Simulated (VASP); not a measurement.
# BaTe (R3m) in VASP: further runs, part 2 of 2

VASP 6.6.1.

### Step 5. Single point, PBEsol (all Te atoms moved +0.312 Å, as atom 2 along Cartesian [1 1 1])

File INCAR:

```
PREC = Accurate
ENCUT = 520
EDIFF = 1E-7
ISMEAR = 0
SIGMA = 0.05
LREAL = False
LASPH = True
NELM = 80
ALGO = Normal
ISIF = 2
LWAVE = False
LCHARG = False
GGA = PS
NBANDS = 15
```

File KPOINTS:

```
Automatic mesh
0
Gamma
  8 8 8
```

File POSCAR:

```
BaTe
1.0
    0.0000000000      3.4713974052      3.4713974052
    3.4713974052      0.0000000000      3.4713974052
    3.4713974052      3.4713974052      0.0000000000
Ba Te
1 1
Direct
    0.0000000000      0.0000000000      0.0000000000
    0.5259869352      0.5259869352      0.5259869352
```

Potentials or basis: VASP PAW PBE potentials, release 64 (Ba_sv, Te).

Launch:

```console
$ cat potpaw_PBE.64/Ba_sv/POTCAR potpaw_PBE.64/Te/POTCAR > POTCAR
$ mpirun -np 1 vasp_std > vasp.out
```

OUTCAR:

```text
PREC = Accurate
   ENCUT = 520
   EDIFF = 1E-7
   ISMEAR = 0
   LREAL = False
   LASPH = True
   NELM = 80
   ISIF = 2
   GGA = PS

 ion  position               nearest neighbor table
   1  0.000  0.000  0.000-   2 3.30   2 3.30   2 3.30   2 3.66   2 3.66   2 3.66
   2  0.526  0.526  0.526-   1 3.30   1 3.30   1 3.30   1 3.66   1 3.66   1 3.66

  LATTYP: Found a face centered cubic cell.
 ALAT       =     6.9427948104

  Lattice vectors:

 A1 = (   0.0000000000,   3.4713974052,   3.4713974052)
 A2 = (   3.4713974052,   0.0000000000,   3.4713974052)
 A3 = (   3.4713974052,   3.4713974052,   0.0000000000)

Analysis of symmetry for initial positions (statically):
=====================================================================
 Subroutine PRICEL returns:
 Original cell was already a primitive cell.

 Routine SETGRP: Setting up the symmetry group for a
 face centered cubic supercell.

 Subroutine GETGRP returns: Found  6 space group operations
 (whereof  6 operations were pure point group operations)
 out of a pool of 48 trial point group operations.

The static configuration has the point symmetry C_3v.

Analysis of symmetry for dynamics (positions and initial velocities):
=====================================================================
 Subroutine PRICEL returns:
 Original cell was already a primitive cell.

 Routine SETGRP: Setting up the symmetry group for a
 face centered cubic supercell.

 Subroutine GETGRP returns: Found  6 space group operations
 (whereof  6 operations were pure point group operations)
 out of a pool of 48 trial point group operations.

The dynamic configuration has the point symmetry C_3v.

 Subroutine INISYM returns: Found  6 space group operations
 (whereof  6 operations are pure point group operations),
 and found     1 'primitive' translations

----------------------------------------------------------------------------------------

                                     Primitive cell

  volume of cell :      83.6648

  direct lattice vectors                    reciprocal lattice vectors
     0.000000000  3.471397405  3.471397405    -0.144034215  0.144034215  0.144034215
     3.471397405  0.000000000  3.471397405     0.144034215 -0.144034215  0.144034215
     3.471397405  3.471397405  0.000000000     0.144034215  0.144034215 -0.144034215

  length of vectors
     4.909297291  4.909297291  4.909297291     0.249474578  0.249474578  0.249474578

  position of ions in fractional coordinates (direct lattice)
     0.000000000  0.000000000  0.000000000
     0.525986935  0.525986935  0.525986935

  ion indices of the primitive-cell ions
   primitive index   ion index
                 1           1
                 2           2

----------------------------------------------------------------------------------------

 KPOINTS: Automatic mesh

Automatic generation of k-mesh.
 Grid dimensions read from file:
 generate k-points for:    8    8    8

 Generating k-lattice:

  Cartesian coordinates                     Fractional coordinates (reciprocal lattice)
    -0.018004277  0.018004277  0.018004277     0.125000000  0.000000000  0.000000000
     0.018004277 -0.018004277  0.018004277     0.000000000  0.125000000  0.000000000
     0.018004277  0.018004277 -0.018004277     0.000000000  0.000000000  0.125000000

  Length of vectors
     0.031184322  0.031184322  0.031184322

  Shift w.r.t. Gamma in fractional coordinates (k-lattice)
     0.000000000  0.000000000  0.000000000

 Subroutine IBZKPT returns following result:
 ===========================================

 Found     65 irreducible k-points:

 Following reciprocal coordinates:
            Coordinates               Weight
  0.000000  0.000000  0.000000      1.000000
  0.125000  0.000000  0.000000      6.000000
  0.125000  0.125000  0.125000      2.000000
  0.250000  0.000000  0.000000      6.000000
  0.250000  0.250000  0.250000      2.000000
  0.375000  0.000000  0.000000      6.000000
[... 16 lines left out ...]
 -0.250000  0.125000  0.000000     12.000000
  0.125000  0.125000  0.375000      6.000000
 [... further k-points ...]
   k-points           NKPTS =     65   k-points in BZ     NKDIM =     65   number of bands    NBANDS=     15
   number of dos      NEDOS =    301   number of ions     NIONS =      2
   total plane-waves  NPLWV =  64000
   dimension x,y,z NGX =    40 NGY =   40 NGZ =   40
   dimension x,y,z NGXF=    80 NGYF=   80 NGZF=   80
   ions per type =               1   1
   NGX,Y,Z   is equivalent  to a cutoff of  13.55, 13.55, 13.55 a.u.
   NGXF,Y,Z  is equivalent  to a cutoff of  27.09, 27.09, 27.09 a.u.
 SYSTEM =  unknown system
   PREC   = accura    normal or accurate (medium, high low for compatibility)
   ISTART =      0    job   : 0-new  1-cont  2-samecut
   ICHARG =      2    charge: 1-file 2-atom 10-const
   ISPIN  =      1    spin polarized calculation?
   LNONCOLLINEAR =      F non collinear calculations
   LSORBIT =      F    spin-orbit coupling
   LASPH  =      T    aspherical Exc in radial PAW
   ENCUT  =  520.0 eV  38.22 Ry    6.18 a.u.   9.13  9.13  9.13*2*pi/ulx,y,z
   NELM   =     80;   NELMIN=  2; NELMDL= -5     # of ELM steps
   EDIFF  = 0.1E-06   stopping-criterion for ELM
   LREAL  =      F    real-space projection
   EDIFFG = 0.1E-05   stopping-criterion for IOM
   NSW    =      0    number of steps for IOM
   IBRION =     -1    ionic relax: 0-MD 1-quasi-New 2-CG
   NFREE  =      0    steps in history (QN), initial steepest desc. (CG)
   ISIF   =      2    stress and relaxation
   ISYM   =      2    0-nonsym 1-usesym 2-fastsym
   POTIM  = 0.5000    time-step for ionic-motion
   TEBEG  =    0.0;   TEEND  =   0.0 temperature during run
   PSTRESS=    0.0 pullay stress
   NELECT =      16.0000    total number of electrons
   NUPDOWN=      -1.0000    fix difference up-down
   EMIN   =  10.00;   EMAX   =-10.00  energy-range for DOS
   EFERMI =   0.00;   METHOD = LEGACY
   ISMEAR =     0;   SIGMA  =   0.05  broadening in eV -4-tet -1-fermi 0-gaus
   EFERMI_NEDOS =   21; number of points for ismear=-14 and -15
   IALGO  =     38    algorithm
   IMIX   =      4    mixing-type and parameters
     AMIX     =   0.40;   BMIX     =  1.00
     AMIX_MAG =   1.60;   BMIX_MAG =  1.00
  volume/ion in A,a.u.               =      41.83       282.30
  Fermi-wavevector in a.u.,A,eV,Ry     =   0.943193  1.782376 12.103916  0.889613
  Thomas-Fermi vector in A             =   2.070876
   LORBIT       =      0    0 simple, 1 ext, 2 COOP (PROOUT), +10 PAW based schemes
   GGA     = PS    functional components
   LHFCALC =     F    Hartree Fock is set to
   AEXX    =    0.0000 exact exchange contribution
   IVDW    =     0    specifies the selected vdW correction
   LEPSILON=     F    determine dielectric tensor
   LRPA    =     F    only Hartree local field effects (RPA)
 non-spin polarized calculation
 Gauss-broadening in eV      SIGMA  =   0.05
  energy-cutoff  :      520.00
  volume of cell :       83.66
 maximum number of plane-waves:      2272
 NGX is ok and might be reduce to    40
   NGX = 19   NGY = 19   NGZ = 19

 number of electron      16.0000000 magnetization

 Free energy of the ion-electron system (eV)
  ---------------------------------------------------
  ext. energy  EPLUGINS =         0.00000000
  ---------------------------------------------------
  free energy    TOTEN  =        -9.07607895 eV

  energy without entropy =       -9.07607895  energy(sigma->0) =       -9.07607895

 E-fermi :   2.4149     XC(G=0):  -8.4973

 val. band max:        2.1637481691   @ k =   0.0000   0.0000   0.0000
 cond. band min:       3.9115914146   @ k =   0.5000   0.5000   0.0000
 fundamental gap:      1.7478432455
 Fermi energy:         2.4148597090

 k-point     1 :       0.0000    0.0000    0.0000
  band No.  band energies     occupation
      1     -24.5892      2.00000
      2      -9.7675      2.00000
      3      -9.7496      2.00000
      4      -9.7496      2.00000
      5      -7.3133      2.00000
      6       2.1533      2.00000
      7       2.1637      2.00000
      8       2.1637      2.00000
      9       5.1305      0.00000
     10       5.2032      0.00000
     11       5.2032      0.00000
     12       5.4691      0.00000
     13       6.0192      0.00000
     14       6.0192      0.00000
     15       9.0508      0.00000
[... 397 lines left out ...]
 k-point    24 :       0.1250    0.1250    0.3750
  band No.  band energies     occupation
      1     -24.5778      2.00000
      2     -10.0967      2.00000
      3      -9.7984      2.00000
      4      -9.7536      2.00000
      5      -6.7746      2.00000
      6       0.5043      2.00000
      7       1.3051      2.00000
      8       1.6622      2.00000
      9       5.3425      0.00000
     10       5.8841      0.00000
     11       6.7223      0.00000
     12       6.9068      0.00000
     13       8.1351      0.00000
     14       8.8318      0.00000
     15      10.4002      0.00000

 [... further k-points ...]
[... 5 lines left out ...]
  --------------------------------------------------------------------------------------
  -------------------------------------------------------------------------------------
  Total        0.5965252      0.5965252      0.5965252     -0.1495461     -0.1495461     -0.1495461
  in kB       11.4234263     11.4234263     11.4234263     -2.8638008     -2.8638008     -2.8638008
  external PRESSURE =      11.4234263 kB  Pullay stress =       0.0000000 kB

 VOLUME and BASIS-vectors are now :
 -----------------------------------------------------------------------------
  energy-cutoff  :      520.00
  volume of cell :       83.66
      direct lattice vectors                 reciprocal lattice vectors
     0.000000000  3.471397405  3.471397405    -0.144034215  0.144034215  0.144034215
     3.471397405  0.000000000  3.471397405     0.144034215 -0.144034215  0.144034215
     3.471397405  3.471397405  0.000000000     0.144034215  0.144034215 -0.144034215

 POSITION                                       TOTAL-FORCE (eV/Angst)
 -----------------------------------------------------------------------------------
      0.00000      0.00000      0.00000         0.427061      0.427061      0.427061
      3.65182      3.65182      3.65182        -0.427061     -0.427061     -0.427061
 -----------------------------------------------------------------------------------
    total drift:                                0.000210      0.000210      0.000210

  FREE ENERGIE OF THE ION-ELECTRON SYSTEM (eV)
  ---------------------------------------------------
  free  energy   TOTEN  =        -9.0760789480 eV

  energy  without entropy=       -9.0760789480  energy(sigma->0) =       -9.07607895
```

OSZICAR:

```text
N       E                     dE             d eps       ncg     rms          rms(c)
DAV:   1     0.807919996233E+02    0.80792E+02   -0.62357E+03  1950   0.886E+02
DAV:   2    -0.411004318756E+01   -0.84902E+02   -0.78075E+02  2619   0.157E+02
DAV:   3    -0.908902140715E+01   -0.49790E+01   -0.49445E+01  2673   0.397E+01
DAV:   4    -0.920620438069E+01   -0.11718E+00   -0.11715E+00  2560   0.626E+00
DAV:   5    -0.920947498146E+01   -0.32706E-02   -0.32705E-02  2866   0.858E-01    0.394E+00
DAV:   6    -0.908514752867E+01    0.12433E+00   -0.12440E-01  2293   0.184E+00    0.254E+00
DAV:   7    -0.907370331842E+01    0.11444E-01   -0.96422E-02  2489   0.167E+00    0.787E-01
DAV:   8    -0.907574859633E+01   -0.20453E-02   -0.10271E-02  2167   0.621E-01    0.207E-01
DAV:   9    -0.907593770858E+01   -0.18911E-03   -0.42629E-04  2615   0.148E-01    0.895E-02
DAV:  10    -0.907606316019E+01   -0.12545E-03   -0.10393E-04  2433   0.593E-02    0.215E-02
DAV:  11    -0.907607955838E+01   -0.16398E-04   -0.23328E-05  2566   0.283E-02    0.144E-02
DAV:  12    -0.907607907403E+01    0.48435E-06   -0.16096E-06  2391   0.809E-03    0.692E-03
DAV:  13    -0.907607895195E+01    0.12207E-06   -0.33140E-07  2566   0.293E-03    0.183E-03
DAV:  14    -0.907607894797E+01    0.39811E-08   -0.61846E-08  1598   0.129E-03
   1 F= -.90760789E+01 E0= -.90760789E+01  d E =-.129692E-14
```

stdout:

```text
POSCAR found type information on POSCAR BaTe
 POSCAR found :  2 types and       2 ions
 scaLAPACK will be used
 -----------------------------------------------------------------------------
|                                                                             |
|                                                                             |
|     You enforced a specific xc type in the INCAR file but a different       |
|     I HOPE YOU KNOW WHAT YOU ARE DOING!                                     |
|                                                                             |
 -----------------------------------------------------------------------------

 LDA part: xc-table for (Slater+PW92), standard interpolation
 POSCAR, INCAR and KPOINTS ok, starting setup
 FFT: planning ... GRIDC
 FFT: planning ... GRID_SOFT
 FFT: planning ... GRID
 WAVECAR not read
 entering main loop
```

Run time: 1.7 min. Hardware: 1 thread of AMD EPYC 7R43 (Zen 3), shared host; peak memory 0.25 GiB.

Results:

```yaml
Free_energy: -9.0761 eV
Pressure: 1.1 GPa
Largest_force: 0.740 eV/Å
Band_gap_on_the_k_mesh: 1.75 eV, indirect (least direct gap 2.02 eV)
```

Forces in eV/Å, atoms in the order of the input:
```
Ba   0.427  0.427  0.427
Te  -0.427 -0.427 -0.427
```

Caveat: the cell differs from its parent crystal (all Te atoms moved +0.312 Å, as atom 2 along Cartesian [1 1 1]); the PAW data sets were made with another functional, which shifts forces and pressure a little; spin-orbit coupling is left out, which moves the levels of the heavy elements. A k mesh can miss the band edges.

### Step 6. Single point, PBEsol (all Te atoms moved +0.188 Å, as atom 2 along Cartesian [1 1 1])

File INCAR:

```
SYSTEM = BaTe
PREC = Accurate
ENCUT = 520
EDIFF = 1E-7
ISMEAR = 0
SIGMA = 0.05
LREAL = .False.
LASPH = .True.
NELM = 100
ALGO = Normal
ISIF = 2
LWAVE = .False.
LCHARG = .True.
GGA = PS
LELF = .True.
LVHAR = .True.
NBANDS = 15
```

File KPOINTS:

```
Automatic mesh
0
Gamma
  8 8 8
  0 0 0
```

POSCAR, as its differences from that of step 5:

```diff
@@ -9,2 +9,2 @@
     0.0000000000      0.0000000000      0.0000000000
-    0.5259869352      0.5259869352      0.5259869352
+    0.5155921611      0.5155921611      0.5155921611
```

Potentials or basis: VASP PAW PBE potentials, release 64 (Ba_sv, Te).

Launch:

```console
$ cat potpaw_PBE.64/Ba_sv/POTCAR potpaw_PBE.64/Te/POTCAR > POTCAR
$ mpirun -np 1 vasp_std > vasp.out
```

Run time: 100 s. Hardware: 1 thread of AMD EPYC 7R43 (Zen 3), shared host; peak memory 0.25 GiB.

It converged, with:

| Item | Value |
| --- | --- |
| Free energy | -9.1498 eV |
| Pressure | 0.6 GPa |
| Largest force | 0.440 eV/Å |
| Band gap on the k mesh | 1.52 eV, indirect (least direct gap 1.86 eV) |

Forces in eV/Å, atoms in the order of the input:
```
Ba   0.254  0.254  0.254
Te  -0.254 -0.254 -0.254
```

Stress tensor (GPa, compression positive):
```
 0.64 -0.10 -0.10
-0.10  0.64 -0.10
-0.10 -0.10  0.64
```

Levels at points of the mesh, in eV from the valence-band top:
```tsv
k point	band 4	band 5	band 6	band 7	band 8	band 9	band 10	band 11	band 12	band 13
(0.00, 0.00, 0.00)	-12.01	-9.58	-0.01	0.00	0.00	2.89	2.92	2.92	3.02	3.64
(0.50, 0.00, 0.00)	-12.02	-8.75	-2.29	-1.13	-1.11	4.09	4.78	4.92	4.97	6.83
(0.50, 0.50, 0.50)	-12.02	-8.77	-2.29	-1.16	-1.16	4.13	4.89	4.95	4.95	7.02
(0.50, 0.50, 0.00)	-12.10	-9.34	-1.10	-0.40	-0.35	1.52	4.54	4.68	5.66	5.84
```

Caveat: the cell differs from its parent crystal (all Te atoms moved +0.188 Å, as atom 2 along Cartesian [1 1 1]); the PAW data sets were made with another functional, which shifts forces and pressure a little; spin-orbit coupling is left out, which moves the levels of the heavy elements. A k mesh can miss the band edges.
